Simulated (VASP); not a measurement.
# Ti (P4/nmm) in VASP: further runs

The runs below take Ti through single point, with PBEsol.

All numbers are computed with VASP 6.6.1; they aren't measurements. Logs are shortened: lines on timing, memory, paths and dates and some standing lists are left out, and cuts for length are marked.

**1. The cell of the first run**

The structure is tetragonal, space group P4/nmm (No. 129). The conventional cell has a = 3.210 Å, b = 3.210 Å, c = 3.210 Å, α = 90.00°, β = 90.00°, γ = 90.00°. Ti (site symmetry 4mm) has 14 Ti at 2.58 to 3.21 Å within 3.4 Å.

**2. Single point, PBEsol (atoms displaced along a vibrational mode)**

Contents of INCAR:

```
ALGO = Fast
EDIFF = 1E-6
ENCUT = 520
GGA = PS
ISIF = 2
ISMEAR = 0
LASPH = True
LCHARG = False
LREAL = False
LWAVE = False
NBANDS = 19
NELM = 60
PREC = Accurate
SIGMA = 0.15
```

Contents of KPOINTS:

```
k-points
0
Gamma
  14 14 14
```

Contents of POSCAR:

```
Ti
1.0
    0.0000000000     -3.2099008398      0.0000000000
   -3.2099008398      0.0000000000      0.0000000000
    0.0000000000      0.0000000000     -3.2099008398
Ti
2
Direct
    0.5000000000      0.5573226430      0.5000000000
    0.0000000000     -0.0573226430      0.0000000000
```

Potentials or basis: VASP PAW PBE potentials, release 64 (Ti_sv).

Command:

```bash
cat potpaw_PBE.64/Ti_sv/POTCAR > POTCAR
mpirun -np 1 vasp_std > vasp.out
```

OUTCAR:

```text
EDIFF = 1E-6
   ENCUT = 520
   GGA = PS
   ISIF = 2
   ISMEAR = 0
   LASPH = True
   LREAL = False
   NELM = 60
   PREC = Accurate

 ion  position               nearest neighbor table
   1  0.500  0.557  0.500-   2 2.58   2 2.58   2 2.58   2 2.58
   2  0.000  0.943  0.000-   1 2.58   1 2.58   1 2.58   1 2.58

  LATTYP: Found a simple cubic cell.
 ALAT       =     3.2099008398

  Lattice vectors:

 A1 = (   0.0000000000,  -3.2099008398,   0.0000000000)
 A2 = (  -3.2099008398,   0.0000000000,   0.0000000000)
 A3 = (   0.0000000000,   0.0000000000,  -3.2099008398)

Analysis of symmetry for initial positions (statically):
=====================================================================
 Subroutine PRICEL returns:
 Original cell was already a primitive cell.

 Routine SETGRP: Setting up the symmetry group for a
 simple cubic supercell.

 Subroutine GETGRP returns: Found 16 space group operations
 (whereof  8 operations were pure point group operations)
 out of a pool of 48 trial point group operations.

The static configuration has the point symmetry C_4v.
 The point group associated with its full space group is D_4h.

Analysis of symmetry for dynamics (positions and initial velocities):
=====================================================================
 Subroutine PRICEL returns:
 Original cell was already a primitive cell.

 Routine SETGRP: Setting up the symmetry group for a
 simple cubic supercell.

 Subroutine GETGRP returns: Found 16 space group operations
 (whereof  8 operations were pure point group operations)
 out of a pool of 48 trial point group operations.

The dynamic configuration has the point symmetry C_4v.
 The point group associated with its full space group is D_4h.

 Subroutine INISYM returns: Found 16 space group operations
 (whereof  8 operations are pure point group operations),
 and found     1 'primitive' translations

----------------------------------------------------------------------------------------

                                     Primitive cell

  volume of cell :      33.0731

  direct lattice vectors                    reciprocal lattice vectors
     0.000000000 -3.209900840  0.000000000     0.000000000 -0.311536103  0.000000000
    -3.209900840  0.000000000  0.000000000    -0.311536103  0.000000000  0.000000000
     0.000000000  0.000000000 -3.209900840     0.000000000  0.000000000 -0.311536103

  length of vectors
     3.209900840  3.209900840  3.209900840     0.311536103  0.311536103  0.311536103

  position of ions in fractional coordinates (direct lattice)
     0.500000000  0.557322643  0.500000000
     0.000000000  0.942677357  0.000000000

  ion indices of the primitive-cell ions
   primitive index   ion index
                 1           1
                 2           2

----------------------------------------------------------------------------------------

 KPOINTS: k-points

Automatic generation of k-mesh.
 Grid dimensions read from file:
 generate k-points for:   14   14   14

 Generating k-lattice:

  Cartesian coordinates                     Fractional coordinates (reciprocal lattice)
     0.000000000 -0.022252579  0.000000000     0.071428571  0.000000000  0.000000000
    -0.022252579  0.000000000  0.000000000     0.000000000  0.071428571  0.000000000
     0.000000000  0.000000000 -0.022252579     0.000000000  0.000000000  0.071428571

  Length of vectors
     0.022252579  0.022252579  0.022252579

  Shift w.r.t. Gamma in fractional coordinates (k-lattice)
     0.000000000  0.000000000  0.000000000

 Subroutine IBZKPT returns following result:
 ===========================================

 Found    288 irreducible k-points:

 Following reciprocal coordinates:
            Coordinates               Weight
  0.000000  0.000000  0.000000      1.000000
  0.071429  0.000000  0.000000      4.000000
  0.000000  0.071429  0.000000      2.000000
  0.142857  0.000000  0.000000      4.000000
  0.000000  0.142857  0.000000      2.000000
  0.214286  0.000000  0.000000      4.000000
[... 16 lines left out ...]
  0.071429  0.000000  0.214286      8.000000
  0.285714  0.071429  0.000000      8.000000
 [... further k-points ...]
   k-points           NKPTS =    288   k-points in BZ     NKDIM =    288   number of bands    NBANDS=     19
   number of dos      NEDOS =    301   number of ions     NIONS =      2
   total plane-waves  NPLWV =  13824
   dimension x,y,z NGX =    24 NGY =   24 NGZ =   24
   dimension x,y,z NGXF=    48 NGYF=   48 NGZF=   48
   ions per type =               2
   NGX,Y,Z   is equivalent  to a cutoff of  12.43, 12.43, 12.43 a.u.
   NGXF,Y,Z  is equivalent  to a cutoff of  24.86, 24.86, 24.86 a.u.
 SYSTEM =  unknown system
   PREC   = accura    normal or accurate (medium, high low for compatibility)
   ISTART =      0    job   : 0-new  1-cont  2-samecut
   ICHARG =      2    charge: 1-file 2-atom 10-const
   ISPIN  =      1    spin polarized calculation?
[... 44 lines left out ...]

 number of electron      23.9999997 magnetization

 Free energy of the ion-electron system (eV)
  ---------------------------------------------------
  ext. energy  EPLUGINS =         0.00000000
  ---------------------------------------------------
  free energy    TOTEN  =       -16.16489270 eV

  energy without entropy =      -16.11523050  energy(sigma->0) =      -16.14006160

 E-fermi :   8.4338     XC(G=0): -11.8312

 val. band max:        8.4329578231   @ k =   0.3571   0.0714   0.0714
 cond. band min:       8.4347633966   @ k =   0.3571   0.2857   0.5000
 fundamental gap:      0.0018055735
 Fermi energy:         8.4337568685

 k-point     1 :       0.0000    0.0000    0.0000
  band No.  band energies     occupation
      1     -47.7463      2.00000
      2     -47.3848      2.00000
      3     -24.2362      2.00000
      4     -24.2362      2.00000
      5     -24.1030      2.00000
      6     -23.6523      2.00000
[... 11 lines left out ...]
     18      12.2657      0.00000
     19      12.9824      0.00000

 k-point     2 :       0.0714    0.0000    0.0000
  band No.  band energies     occupation
      1     -47.7412      2.00000
      2     -47.3888      2.00000
      3     -24.2391      2.00000
      4     -24.2269      2.00000
      5     -24.1013      2.00000
      6     -23.6528      2.00000
[... 11 lines left out ...]
     18      12.3119      0.00000
     19      12.8053      0.00000

 k-point     3 :       0.0000    0.0714    0.0000
  band No.  band energies     occupation
      1     -47.7434      2.00000
      2     -47.3865      2.00000
      3     -24.2312      2.00000
      4     -24.2312      2.00000
      5     -24.1049      2.00000
      6     -23.6655      2.00000
[... 11 lines left out ...]
     18      12.1138      0.00000
     19      12.9472      0.00000

 k-point     4 :       0.1429    0.0000    0.0000
  band No.  band energies     occupation
      1     -47.7263      2.00000
      2     -47.4005      2.00000
      3     -24.2461      2.00000
      4     -24.1996      2.00000
      5     -24.0974      2.00000
      6     -23.6550      2.00000
[... 11 lines left out ...]
     18      12.3328      0.00000
     19      12.3941      0.00000

 k-point     5 :       0.0000    0.1429    0.0000
  band No.  band energies     occupation
      1     -47.7351      2.00000
      2     -47.3915      2.00000
      3     -24.2169      2.00000
      4     -24.2169      2.00000
      5     -24.1094      2.00000
      6     -23.7036      2.00000
[... 11 lines left out ...]
     18      11.7375      0.00000
     19      12.8463      0.00000
[... 334 lines left out ...]
      2     -47.4209      2.00000
      3     -24.2602      2.00000
      4     -24.1515      2.00000
      5     -24.0914      2.00000
      6     -23.6896      2.00000
[... 11 lines left out ...]
     18      12.1036      0.00000
     19      12.4744      0.00000

 k-point    22 :       0.0000    0.2143    0.0714
  band No.  band energies     occupation
      1     -47.7180      2.00000
      2     -47.4027      2.00000
      3     -24.2192      2.00000
      4     -24.1867      2.00000
      5     -24.0965      2.00000
      6     -23.7669      2.00000
[... 11 lines left out ...]
     18      11.4810      0.00000
     19      12.7540      0.00000

 k-point    23 :       0.0714    0.0000    0.2143
  band No.  band energies     occupation
      1     -47.6985      2.00000
      2     -47.4227      2.00000
      3     -24.2741      2.00000
      4     -24.1324      2.00000
      5     -24.0965      2.00000
      6     -23.6667      2.00000
[... 11 lines left out ...]
     18      12.0063      0.00000
     19      12.3838      0.00000

 k-point    24 :       0.2857    0.0714    0.0000
  band No.  band energies     occupation
      1     -47.6695      2.00000
      2     -47.4466      2.00000
      3     -24.2653      2.00000
      4     -24.0997      2.00000
      5     -24.0940      2.00000
      6     -23.7067      2.00000
[... 11 lines left out ...]
     18      11.8865      0.00000
     19      12.3186      0.00000

 [... further k-points ...]

------------------------ aborting loop because EDIFF is reached ----------------------------------------

  FORCE on cell =-STRESS in cart. coord.  units (eV):
  Direction    XX          YY          ZZ          XY          YZ          ZX
  --------------------------------------------------------------------------------------
  -------------------------------------------------------------------------------------
  Total       -0.2659656      0.9636199      0.9636199      0.0000000      0.0000000      0.0000000
  in kB      -12.8843106     46.6811440     46.6811440      0.0000000      0.0000000      0.0000000
  external PRESSURE =      26.8259924 kB  Pullay stress =       0.0000000 kB

 VOLUME and BASIS-vectors are now :
 -----------------------------------------------------------------------------
  energy-cutoff  :      520.00
  volume of cell :       33.07
      direct lattice vectors                 reciprocal lattice vectors
     0.000000000 -3.209900840  0.000000000     0.000000000 -0.311536103  0.000000000
    -3.209900840  0.000000000  0.000000000    -0.311536103  0.000000000  0.000000000
     0.000000000  0.000000000 -3.209900840     0.000000000  0.000000000 -0.311536103

 POSITION                                       TOTAL-FORCE (eV/Angst)
 -----------------------------------------------------------------------------------
     -1.78895     -1.60495     -1.60495         1.754975     -0.000000     -0.000000
     -3.02590      0.00000      0.00000        -1.754975      0.000000      0.000000
 -----------------------------------------------------------------------------------
    total drift:                               -0.000000     -0.000000      0.000000

  FREE ENERGIE OF THE ION-ELECTRON SYSTEM (eV)
  ---------------------------------------------------
  free  energy   TOTEN  =       -16.1648926969 eV

  energy  without entropy=      -16.1152305047  energy(sigma->0) =      -16.14006160
```

Run time: 7 min. Hardware: 1 thread of AMD EPYC 7R43 (Zen 3), shared host; peak memory 0.21 GiB.

Results:

* Free energy: -16.1649 eV
* Pressure: 2.7 GPa
* Largest force: 1.755 eV/Å
* Band gap on the k mesh: zero (bands 12 and 13 overlap by 1.73 eV)

Forces on the atoms (eV/Å):
```
Ti   1.755  0.000  0.000
Ti  -1.755  0.000  0.000
```

Caveat: the cell differs from its parent crystal (atoms displaced along a vibrational mode); the PAW data sets were made with another functional, which shifts forces and pressure a little.

**3. Single point, PBEsol (atoms displaced along a vibrational mode)**

Contents of INCAR:

```
SYSTEM = Ti
PREC = Accurate
ENCUT = 520
EDIFF = 1E-6
ISMEAR = 0
SIGMA = 0.15
LREAL = .FALSE.
LASPH = .TRUE.
NELM = 100
ALGO = Fast
ISIF = 2
LWAVE = .FALSE.
LCHARG = .TRUE.
GGA = PS
LELF = .TRUE.
LVHAR = .TRUE.
NBANDS = 19
```

Contents of KPOINTS:

```
regular mesh
0
G
  14 14 14
  0 0 0
```

Contents of POSCAR:

```
Ti
1.0
    0.0000000000     -3.2099008398      0.0000000000
   -3.2099008398      0.0000000000      0.0000000000
    0.0000000000      0.0000000000     -3.2099008398
Ti
2
Direct
    0.5000000000      0.5343935858      0.5000000000
    0.0000000000     -0.0343935858      0.0000000000
```

Potentials or basis: VASP PAW PBE potentials, release 64 (Ti_sv).

Command:

```bash
cat potpaw_PBE.64/Ti_sv/POTCAR > POTCAR
mpirun -np 1 vasp_std > vasp.out
```

It took 7.2 min on 1 thread of AMD EPYC 7R43 (Zen 3), shared host; peak memory 0.22 GiB.

It converged, with:

| Quantity | Value |
| --- | --- |
| Free energy | -16.3790 eV |
| Pressure | 1.1 GPa |
| Largest force | 1.095 eV/Å |
| Band gap on the k mesh | zero (bands 12 and 13 overlap by 1.56 eV) |

Forces in eV/Å, atoms in the order of the input:
```
Ti   1.095  0.000  0.000
Ti  -1.095  0.000  0.000
```

Stress tensor (GPa, compression positive):
```
0.26 0.00 0.00
0.00 1.52 0.00
0.00 0.00 1.52
```

Levels at points of the mesh, in eV from the Fermi level:
| k point | band 10 | band 11 | band 12 | band 13 | band 14 | band 15 |
| --- | --- | --- | --- | --- | --- | --- |
| (0.00, 0.00, 0.00) | -2.34 | -2.15 | 0.91 | 1.14 | 1.14 | 2.61 |
| (0.50, 0.00, 0.00) | -2.60 | -0.31 | -0.31 | 1.11 | 1.11 | 1.82 |
| (0.00, 0.50, 0.00) | -2.57 | -0.73 | 0.80 | 1.31 | 1.31 | 1.46 |
| (0.50, 0.50, 0.00) | -2.57 | -0.46 | -0.46 | 1.25 | 1.25 | 3.12 |
| (0.50, 0.00, 0.50) | -2.49 | -0.29 | -0.29 | 1.35 | 1.35 | 2.79 |
| (0.50, 0.50, 0.50) | -0.82 | -0.57 | -0.57 | -0.33 | -0.33 | 3.36 |

Caveat: the cell differs from its parent crystal (atoms displaced along a vibrational mode); the PAW data sets were made with another functional, which shifts forces and pressure a little.

**4. Single point, PBEsol (atoms displaced along a vibrational mode)**

Contents of INCAR:

```
SYSTEM = Ti
ALGO = Fast
EDIFF = 1E-6
ENCUT = 520
GGA = PS
ISIF = 2
ISMEAR = 0
LASPH = .TRUE.
LCHARG = .FALSE.
LREAL = .FALSE.
LWAVE = .FALSE.
NBANDS = 19
NELM = 60
PREC = Accurate
SIGMA = 0.15
```

Contents of KPOINTS:

```
k-points
0
G
  14 14 14
  0 0 0
```

Contents of POSCAR:

```
Ti
1.0
    0.0000000000     -3.2099008398      0.0000000000
   -3.2099008398      0.0000000000      0.0000000000
    0.0000000000      0.0000000000     -3.2099008398
Ti
2
Direct
    0.5000000000      0.5229290572      0.5000000000
    0.0000000000     -0.0229290572      0.0000000000
```

Command:

```bash
cat potpaw_PBE.64/Ti_sv/POTCAR > POTCAR
mpirun -np 1 vasp_std > vasp.out
```

It took 6.8 min on 1 thread of AMD EPYC 7R43 (Zen 3), shared host; peak memory 0.21 GiB.

It converged, with:

| Property | Result |
| --- | --- |
| Free energy | -16.4451 eV |
| Pressure | 0.4 GPa |
| Largest force | 0.703 eV/Å |
| Band gap on the k mesh | zero (bands 12 and 13 overlap by 1.58 eV) |

Forces in eV/Å, atoms in the order of the input:
```
Ti   0.703  0.000  0.000
Ti  -0.703  0.000  0.000
```

Stress tensor (GPa, compression positive):
```
0.06 0.00 0.00
0.00 0.56 0.00
0.00 0.00 0.56
```

Levels at points of the mesh, in eV from the Fermi level:
| k point | band 8 | band 9 | band 10 | band 11 | band 12 | band 13 | band 14 | band 15 | band 16 | band 17 |
| --- | --- | --- | --- | --- | --- | --- | --- | --- | --- | --- |
| (0.00, 0.00, 0.00) | -32.06 | -6.04 | -2.30 | -2.22 | 0.97 | 1.08 | 1.08 | 2.77 | 2.97 | 4.13 |
| (0.50, 0.00, 0.00) | -32.30 | -2.62 | -2.62 | -0.16 | -0.16 | 1.23 | 1.23 | 1.59 | 1.59 | 2.65 |
| (0.00, 0.50, 0.00) | -32.24 | -2.64 | -2.60 | -0.49 | 0.52 | 1.33 | 1.33 | 1.42 | 1.42 | 2.04 |
| (0.50, 0.50, 0.00) | -32.08 | -2.58 | -2.58 | -0.46 | -0.46 | 1.28 | 1.28 | 3.01 | 3.01 | 3.29 |
| (0.50, 0.00, 0.50) | -32.06 | -2.54 | -2.54 | -0.38 | -0.38 | 1.33 | 1.33 | 2.85 | 2.85 | 3.29 |
| (0.50, 0.50, 0.50) | -32.34 | -0.76 | -0.76 | -0.60 | -0.60 | -0.44 | -0.44 | 3.35 | 3.35 | 3.35 |

Caveat: the cell differs from its parent crystal (atoms displaced along a vibrational mode); the PAW data sets were made with another functional, which shifts forces and pressure a little.

**5. Single point, PBEsol (atoms displaced along a vibrational mode)**

Contents of INCAR:

```
SYSTEM = Ti
  ALGO = Fast
  EDIFF = 1E-7
  ENCUT = 520
  GGA = PS
  ISIF = 2
  ISMEAR = 0
  LASPH = .True.
  LCHARG = .True.
  LELF = .True.
  LREAL = .False.
  LVHAR = .True.
  LWAVE = .False.
  NBANDS = 19
  NELM = 60
  PREC = Accurate
  SIGMA = 0.15
```

Contents of KPOINTS:

```
k-points
0
Gamma
  14 14 14
  0 0 0
```

Contents of POSCAR:

```
Ti
1.0
    0.0000000000     -3.2099008398      0.0000000000
   -3.2099008398      0.0000000000      0.0000000000
    0.0000000000      0.0000000000     -3.2099008398
Ti
2
Direct
    0.5000000000      0.5458581144      0.5000000000
    0.0000000000     -0.0458581144      0.0000000000
```

Command:

```bash
cat potpaw_PBE.64/Ti_sv/POTCAR > POTCAR
mpirun -np 1 vasp_std > vasp.out
```

Wall time 9.9 min (1 thread of AMD EPYC 7R43 (Zen 3), shared host); peak memory 0.21 GiB.

The run converged. Its results:

```yaml
Free_energy: -16.2844 eV
Pressure: 1.9 GPa
Largest_force: 1.468 eV/Å
Band_gap_on_the_k_mesh: zero (bands 12 and 13 overlap by 1.64 eV)
```

Forces on the atoms (eV/Å):
```
Ti   1.468  0.000  0.000
Ti  -1.468  0.000  0.000
```

Stress tensor (GPa, compression positive):
```
-0.04  0.00  0.00
 0.00  2.81  0.00
 0.00  0.00  2.81
```

Levels at points of the mesh, in eV from the Fermi level:
```tsv
k point	band 9	band 10	band 11	band 12	band 13	band 14	band 15	band 16
(0.00, 0.00, 0.00)	-5.99	-2.40	-2.07	0.81	1.23	1.23	2.39	3.13
(0.50, 0.00, 0.00)	-2.58	-2.58	-0.47	-0.47	0.98	0.98	2.09	2.09
(0.00, 0.50, 0.00)	-2.63	-2.53	-0.97	1.09	1.29	1.29	1.52	1.52
(0.50, 0.50, 0.00)	-2.57	-2.57	-0.47	-0.47	1.21	1.21	3.21	3.21
(0.50, 0.00, 0.50)	-2.43	-2.43	-0.16	-0.16	1.38	1.38	2.69	2.69
(0.50, 0.50, 0.50)	-0.88	-0.88	-0.54	-0.54	-0.20	-0.20	3.36	3.36
```

Caveat: the cell differs from its parent crystal (atoms displaced along a vibrational mode); the PAW data sets were made with another functional, which shifts forces and pressure a little.

**6. Summary**

```csv
cell,further INCAR settings,gap on the mesh (eV),pressure (GPa),largest force (eV/Å)
"as given, atomic positions A",ALGO = Fast; EDIFF = 1e-06; NBANDS = 19,none,2.7,1.75
"as given, atomic positions B",ALGO = Fast; EDIFF = 1e-06; NBANDS = 19,none,1.1,1.09
"as given, atomic positions C",ALGO = Fast; EDIFF = 1e-06; NBANDS = 19,none,0.4,0.70
"as given, atomic positions D",ALGO = Fast; EDIFF = 1e-07; NBANDS = 19,none,1.9,1.47
```

Alike in all rows: task single point; level PBEsol; potentials or basis VASP PAW PBE potentials, release 64 (Ti_sv); no spin polarisation; k mesh 14 × 14 × 14; cutoff (eV) 520; smearing gaussian 0.15 eV.

Caveats: the PAW data sets were made with another functional, which shifts forces and pressure a little.

Absolute energies hang on the potentials; compare differences alone.
